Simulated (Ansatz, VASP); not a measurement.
# One calculation of TiAl3, two programs

```
Ti Al
1.0
    -1.68151    2.02783    4.24176
     1.68151   -2.02783    4.24176
     1.68151    2.02783   -4.24176
Ti Al
1 3
Direct
  0.00000 0.00000 0.00000
  0.50000 0.50000 0.00000
  0.75000 0.25000 0.50000
  0.25000 0.75000 0.50000
```

Change from the starting cell: normal strain along x -0.1100, normal strain along y +0.0733.

Alike in both runs: task single point; functional LDA; k mesh 14 × 14 × 14; occupations gaussian, width 0.15 eV; no spin polarisation.

|  | VASP | Ansatz |
| --- | --- | --- |
| version | VASP 6.6.1 | Ansatz 0.2.0 |
| potentials or method | VASP PAW LDA potentials, release 64 (Ti_sv, Al), cutoff 520 eV | scalar-relativistic, plane waves, PAW |
| valence electrons in the cell | 21 | 21 |

|  | VASP | Ansatz | Ansatz less VASP |
| --- | --- | --- | --- |
| gap on the k mesh at the Fermi level (eV) | none | none | - |
| pressure (GPa) | 6.3 | 6.1 | -0.21 |
| traceless stress, the component that is largest in VASP (GPa) | -8.92 | -8.90 | +0.016 |
| rms of the force components (eV/Å) | 0.063 | 0.063 | 0.0000 |

Ansatz warns that its potentials were made for another functional, while VASP's fit it. LDA's correlation is that of Perdew and Zunger in VASP and of Perdew and Wang (1992) in Ansatz. Atom by atom the forces differ by 0.000 eV/Å (rms over components). A gap of «none» marks a metal or a gap that the smearing closes.
